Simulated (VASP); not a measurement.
# NaLiICl (P4/mmm) in VASP: further runs, part 2 of 2

VASP 6.6.1.

## 3. Single point, LDA (strain +0.040 along x and y, -0.080 along z)

INCAR reads:

```
  PREC = Accurate
  ENCUT = 520
  EDIFF = 1E-6
  ISMEAR = 0
  SIGMA = 0.05
  LREAL = False
  LASPH = True
  NELM = 80
  ALGO = Normal
  ISIF = 2
  LWAVE = False
  LCHARG = True
  LELF = True
  LVHAR = True
  NBANDS = 20
```

KPOINTS reads:

```
regular mesh
0
Gamma
  6 6 4
```

POSCAR reads:

```
NaLiICl
1.0
    4.2553014400      0.0000000000      0.0000000000
    0.0000000000      4.2553014400      0.0000000000
    0.0000000000      0.0000000000      5.7181164800
Na Li I Cl
1 1 1 1
Direct
    0.5000000000      0.5000000000      0.5000000000
    0.0000000000      0.0000000000      0.0000000000
    0.5000000000      0.5000000000      0.0000000000
    0.0000000000      0.0000000000      0.5000000000
```

Potentials or basis: VASP PAW LDA potentials, release 64 (Na_pv, Li_sv, I, Cl).

Run with:

```console
$ cat potpaw_LDA.64/Na_pv/POTCAR potpaw_LDA.64/Li_sv/POTCAR potpaw_LDA.64/I/POTCAR potpaw_LDA.64/Cl/POTCAR > POTCAR
$ mpirun -np 1 vasp_std > vasp.out
```

OUTCAR:

```text
PREC = Accurate
   ENCUT = 520
   EDIFF = 1E-6
   ISMEAR = 0
   LREAL = False
   LASPH = True
   NELM = 80
   ISIF = 2

 ion  position               nearest neighbor table
   1  0.500  0.500  0.500-   3 2.86   3 2.86
   2  0.000  0.000  0.000-   3 3.01   3 3.01   3 3.01   3 3.01
   3  0.500  0.500  0.000-   1 2.86   1 2.86   2 3.01   2 3.01   2 3.01   2 3.01
   4  0.000  0.000  0.500-

  LATTYP: Found a simple tetragonal cell.
 ALAT       =     4.2553014400
 C/A-ratio  =     1.3437629650

  Lattice vectors:

[... 739 lines left out ...]
     19       9.8961      0.00000
     20      10.3030      0.00000

 [... further k-points ...]
[... 5 lines left out ...]
  --------------------------------------------------------------------------------------
  -------------------------------------------------------------------------------------
  Total       -2.0717962     -2.0717962      0.1389400      0.0000000      0.0000000      0.0000000
  in kB      -32.0585560    -32.0585560      2.1499301      0.0000000      0.0000000      0.0000000
  external PRESSURE =     -20.6557273 kB  Pullay stress =       0.0000000 kB

 VOLUME and BASIS-vectors are now :
 -----------------------------------------------------------------------------
  energy-cutoff  :      520.00
  volume of cell :      103.54
      direct lattice vectors                 reciprocal lattice vectors
     4.255301440  0.000000000  0.000000000     0.235000978  0.000000000  0.000000000
     0.000000000  4.255301440  0.000000000     0.000000000  0.235000978  0.000000000
     0.000000000  0.000000000  5.718116480     0.000000000  0.000000000  0.174882761

 POSITION                                       TOTAL-FORCE (eV/Angst)
 -----------------------------------------------------------------------------------
      2.12765      2.12765      2.85906         0.000000      0.000000      0.000000
      0.00000      0.00000      0.00000         0.000000      0.000000      0.000000
      2.12765      2.12765      0.00000         0.000000      0.000000      0.000000
      0.00000      0.00000      2.85906         0.000000      0.000000      0.000000
 -----------------------------------------------------------------------------------
    total drift:                                0.000000     -0.000000     -0.000000

  FREE ENERGIE OF THE ION-ELECTRON SYSTEM (eV)
  ---------------------------------------------------
  free  energy   TOTEN  =       -13.5642167151 eV

  energy  without entropy=      -13.5642167151  energy(sigma->0) =      -13.56421672
```

OSZICAR:

```text
N       E                     dE             d eps       ncg     rms          rms(c)
DAV:   1     0.168257962850E+03    0.16826E+03   -0.10262E+04  1200   0.112E+03
DAV:   2     0.126771387294E+01   -0.16699E+03   -0.15991E+03  1428   0.254E+02
DAV:   3    -0.131249426219E+02   -0.14393E+02   -0.14320E+02  1524   0.776E+01
DAV:   4    -0.138250548639E+02   -0.70011E+00   -0.69776E+00  2136   0.156E+01
DAV:   5    -0.138320516893E+02   -0.69968E-02   -0.69955E-02  1476   0.148E+00    0.299E+00
DAV:   6    -0.135930972045E+02    0.23895E+00   -0.35240E-01  1500   0.321E+00    0.208E+00
DAV:   7    -0.135675753581E+02    0.25522E-01   -0.15079E-01  1580   0.187E+00    0.116E+00
DAV:   8    -0.135651449994E+02    0.24304E-02   -0.24461E-02  1644   0.817E-01    0.205E-01
DAV:   9    -0.135641966709E+02    0.94833E-03   -0.45257E-03  1520   0.370E-01    0.760E-02
DAV:  10    -0.135642151184E+02   -0.18448E-04   -0.46043E-04  1436   0.120E-01    0.139E-02
DAV:  11    -0.135642168679E+02   -0.17494E-05   -0.16711E-05  1628   0.273E-02    0.737E-03
DAV:  12    -0.135642167151E+02    0.15280E-06   -0.10016E-06  1012   0.802E-03
   1 F= -.13564217E+02 E0= -.13564217E+02  d E =-.305898E-12
```

stdout:

```text
POSCAR found type information on POSCAR NaLiI Cl
 POSCAR found :  4 types and       4 ions
 scaLAPACK will be used
 LDA part: xc-table for (Slater(with rela. corr.)+CA(PZ))
 , standard interpolation
 POSCAR, INCAR and KPOINTS ok, starting setup
 FFT: planning ... GRIDC
 FFT: planning ... GRID_SOFT
 FFT: planning ... GRID
 WAVECAR not read
 entering main loop
```

Run time: 16 s. Hardware: 1 thread of Intel Xeon 6975P-C (Granite Rapids), shared host; peak memory 0.22 GiB.

What came out:

| Quantity | Value |
| --- | --- |
| Free energy | -13.5642 eV |
| Band gap on the k mesh | 4.06 eV, indirect (least direct gap 4.13 eV) |

Levels at points of the mesh, in eV from the valence-band top:
```
           k point  band 8  band 9  band 10  band 11  band 12  band 13  band 14  band 15  band 16  band 17
(0.00, 0.00, 0.00)   -1.14   -1.14    -0.21    -0.07    -0.07     4.06     5.31     6.10     9.12     9.12
(0.50, 0.00, 0.00)   -1.76   -1.50    -1.00    -0.86    -0.01     5.79     7.07     7.13     7.18     7.24
(0.50, 0.50, 0.00)   -2.38   -1.33    -0.90    -0.90    -0.70     4.81     6.00     6.37     6.37     9.95
(0.00, 0.00, 0.50)   -1.48   -0.91    -0.91    -0.38    -0.38     5.72     6.37     6.72     7.74     7.81
(0.50, 0.00, 0.50)   -2.42   -0.84    -0.53    -0.33     0.00     4.93     5.31     6.65     8.48     8.48
(0.50, 0.50, 0.50)   -1.89   -1.60    -1.60    -1.36    -1.06     5.95     7.44     7.44     7.47     8.16
```

Caveat: the cell differs from its parent crystal (strain +0.040 along x and y, -0.080 along z); the cutoff is under 1.25 times the usual one of these potentials, so pressure, stress and relaxed cells hold a basis-set (Pulay) error; spin-orbit coupling is left out, which moves the levels of the heavy elements.

## 4. Single point, LDA (strain +0.000 along x and y, +0.040 along z)

INCAR reads:

```
SYSTEM = NaLiICl
PREC = Accurate
ENCUT = 520
EDIFF = 1E-6
ISMEAR = 0
SIGMA = 0.05
LREAL = .FALSE.
LASPH = .TRUE.
NELM = 60
ALGO = Normal
ISIF = 2
LWAVE = .FALSE.
LCHARG = .TRUE.
LELF = .TRUE.
LVHAR = .TRUE.
NBANDS = 20
```

KPOINTS reads:

```
Automatic mesh
0
G
  6 6 4
  0 0 0
```

POSCAR reads:

```
NaLiICl
1.0
    4.0916360000      0.0000000000      0.0000000000
    0.0000000000      4.0916360000      0.0000000000
    0.0000000000      0.0000000000      6.4639577600
Na Li I Cl
1 1 1 1
Direct
    0.5000000000      0.5000000000      0.5000000000
    0.0000000000      0.0000000000      0.0000000000
    0.5000000000      0.5000000000      0.0000000000
    0.0000000000      0.0000000000      0.5000000000
```

Run with:

```console
$ cat potpaw_LDA.64/Na_pv/POTCAR potpaw_LDA.64/Li_sv/POTCAR potpaw_LDA.64/I/POTCAR potpaw_LDA.64/Cl/POTCAR > POTCAR
$ mpirun -np 1 vasp_std > vasp.out
```

Wall time 19 s (1 thread of Intel Xeon 6975P-C (Granite Rapids), shared host); peak memory 0.21 GiB.

Results (log left out):

* Free energy: -13.5769 eV
* Band gap on the k mesh: 3.71 eV, indirect (least direct gap 4.05 eV)

Levels at points of the mesh, in eV from the valence-band top:
```
           k point  band 8  band 9  band 10  band 11  band 12  band 13  band 14  band 15  band 16  band 17
(0.00, 0.00, 0.00)   -1.06   -1.06    -0.34    -0.34    -0.34     3.71     5.22     6.23     8.42     8.85
(0.50, 0.00, 0.00)   -2.05   -1.39    -1.11    -0.90     0.00     5.66     6.03     6.85     6.86     6.88
(0.50, 0.50, 0.00)   -2.52   -1.48    -1.48    -1.17    -0.71     4.52     5.70     6.08     6.08     8.39
(0.00, 0.00, 0.50)   -1.46   -0.96    -0.96    -0.48    -0.48     5.30     5.64     6.55     7.31     7.44
(0.50, 0.00, 0.50)   -2.43   -0.89    -0.86    -0.62     0.00     4.50     5.30     6.70     7.10     8.17
(0.50, 0.50, 0.50)   -2.31   -1.78    -1.78    -1.18    -0.86     5.20     6.85     7.11     7.11     7.25
```

Caveat: the cell differs from its parent crystal (strain +0.000 along x and y, +0.040 along z); the cutoff is under 1.25 times the usual one of these potentials, so pressure, stress and relaxed cells hold a basis-set (Pulay) error; spin-orbit coupling is left out, which moves the levels of the heavy elements.

## 5. Single point, LDA (strain +0.080 along x and y, -0.080 along z)

INCAR reads:

```
ALGO = Normal
EDIFF = 1E-6
ENCUT = 520
GGA = CA
ISIF = 2
ISMEAR = 0
LASPH = True
LCHARG = False
LREAL = False
LWAVE = False
NBANDS = 20
NELM = 80
PREC = Accurate
SIGMA = 0.05
```

KPOINTS reads:

```
k-points
0
Gamma
  6 6 4
```

POSCAR reads:

```
NaLiICl
1.0
    4.4189668800      0.0000000000      0.0000000000
    0.0000000000      4.4189668800      0.0000000000
    0.0000000000      0.0000000000      5.7181164800
Na Li I Cl
1 1 1 1
Direct
    0.5000000000      0.5000000000      0.5000000000
    0.0000000000      0.0000000000      0.0000000000
    0.5000000000      0.5000000000      0.0000000000
    0.0000000000      0.0000000000      0.5000000000
```

Potentials or basis: VASP PAW LDA potentials, release 64 (Na_pv, Li_sv, I, Cl).

Run with:

```console
$ cat potpaw_LDA.64/Na_pv/POTCAR potpaw_LDA.64/Li_sv/POTCAR potpaw_LDA.64/I/POTCAR potpaw_LDA.64/Cl/POTCAR > POTCAR
$ mpirun -np 1 vasp_std > vasp.out
```

OUTCAR:

```text
EDIFF = 1E-6
   ENCUT = 520
   GGA = CA
   ISIF = 2
   ISMEAR = 0
   LASPH = True
   LREAL = False
   NELM = 80
   PREC = Accurate

 ion  position               nearest neighbor table
   1  0.500  0.500  0.500-   3 2.86   3 2.86
   2  0.000  0.000  0.000-
   3  0.500  0.500  0.000-   1 2.86   1 2.86
   4  0.000  0.000  0.500-

  LATTYP: Found a simple tetragonal cell.
 ALAT       =     4.4189668800
 C/A-ratio  =     1.2939939663

  Lattice vectors:

 A1 = (   4.4189668800,   0.0000000000,   0.0000000000)
 A2 = (   0.0000000000,   4.4189668800,   0.0000000000)
 A3 = (   0.0000000000,   0.0000000000,   5.7181164800)

Analysis of symmetry for initial positions (statically):
=====================================================================
 Subroutine PRICEL returns:
 Original cell was already a primitive cell.

 Routine SETGRP: Setting up the symmetry group for a
[... 161 lines left out ...]
   NGX = 17   NGY = 17   NGZ = 21

 number of electron      23.9999999 magnetization

 Free energy of the ion-electron system (eV)
  ---------------------------------------------------
  ext. energy  EPLUGINS =         0.00000000
  ---------------------------------------------------
  free energy    TOTEN  =       -13.38346694 eV

  energy without entropy =      -13.38346694  energy(sigma->0) =      -13.38346694

 E-fermi :   0.1828     XC(G=0):  -8.0812

 val. band max:       -0.0656518297   @ k =   0.0000   0.0000   0.0000
 cond. band min:       3.8162678155   @ k =   0.0000   0.0000   0.0000
 fundamental gap:      3.8819196452
 Fermi energy:         0.1828107226

 k-point     1 :       0.0000    0.0000    0.0000
  band No.  band energies     occupation
      1     -44.1469      2.00000
      2     -21.8933      2.00000
      3     -21.8453      2.00000
      4     -21.8453      2.00000
      5     -12.6391      2.00000
      6     -10.9241      2.00000
[... 541 lines left out ...]
     19       8.8806      0.00000
     20       9.1805      0.00000

 [... further k-points ...]
[... 5 lines left out ...]
  --------------------------------------------------------------------------------------
  -------------------------------------------------------------------------------------
  Total       -2.7076697     -2.7076697     -0.4065368      0.0000000      0.0000000     -0.0000000
  in kB      -38.8518559    -38.8518559     -5.8333227      0.0000000      0.0000000     -0.0000000
  external PRESSURE =     -27.8456781 kB  Pullay stress =       0.0000000 kB

 VOLUME and BASIS-vectors are now :
 -----------------------------------------------------------------------------
  energy-cutoff  :      520.00
  volume of cell :      111.66
      direct lattice vectors                 reciprocal lattice vectors
     4.418966880  0.000000000  0.000000000     0.226297238  0.000000000  0.000000000
     0.000000000  4.418966880  0.000000000     0.000000000  0.226297238  0.000000000
     0.000000000  0.000000000  5.718116480     0.000000000  0.000000000  0.174882761

 POSITION                                       TOTAL-FORCE (eV/Angst)
 -----------------------------------------------------------------------------------
      2.20948      2.20948      2.85906         0.000000      0.000000      0.000000
      0.00000      0.00000      0.00000         0.000000      0.000000      0.000000
      2.20948      2.20948      0.00000         0.000000      0.000000      0.000000
      0.00000      0.00000      2.85906         0.000000      0.000000      0.000000
 -----------------------------------------------------------------------------------
    total drift:                                0.000000      0.000000      0.000000

  FREE ENERGIE OF THE ION-ELECTRON SYSTEM (eV)
  ---------------------------------------------------
  free  energy   TOTEN  =       -13.3834669433 eV

  energy  without entropy=      -13.3834669433  energy(sigma->0) =      -13.38346694
```

stdout:

```text
POSCAR found type information on POSCAR NaLiI Cl
 POSCAR found :  4 types and       4 ions
 scaLAPACK will be used
 LDA part: xc-table for (Slater(with rela. corr.)+CA(PZ))
 , standard interpolation
 POSCAR, INCAR and KPOINTS ok, starting setup
 FFT: planning ... GRIDC
 FFT: planning ... GRID_SOFT
 FFT: planning ... GRID
 WAVECAR not read
 entering main loop
```

Run time: 18 s. Hardware: 1 thread of Intel Xeon 6975P-C (Granite Rapids), shared host; peak memory 0.24 GiB.

Results:

* Free energy: -13.3835 eV
* Band gap on the k mesh: 3.88 eV, direct

Caveat: the cell differs from its parent crystal (strain +0.080 along x and y, -0.080 along z); the cutoff is under 1.25 times the usual one of these potentials, so pressure, stress and relaxed cells hold a basis-set (Pulay) error; spin-orbit coupling is left out, which moves the levels of the heavy elements.

## 6. Summary

```csv
cell,gap on the mesh (eV)
"a = 3.928, b = 3.928, c = 6.713 Å, 4 atoms",3.66
"a = 4.255, b = 4.255, c = 5.718 Å, 4 atoms",4.06
"a = 4.092, b = 4.092, c = 6.464 Å, 4 atoms",3.71
"a = 4.419, b = 4.419, c = 5.718 Å, 4 atoms",3.88
```

Alike in all rows: task single point; level LDA; potentials or basis VASP PAW LDA potentials, release 64 (Na_pv, Li_sv, I, Cl); no spin polarisation; k mesh 6 × 6 × 4; cutoff (eV) 520; smearing gaussian 0.05 eV.

Caveats: the cutoff is under 1.25 times the usual one of these potentials, so pressure, stress and relaxed cells hold a basis-set (Pulay) error; spin-orbit coupling is left out, which moves the levels of the heavy elements.

Absolute energies hang on the potentials; compare differences alone.
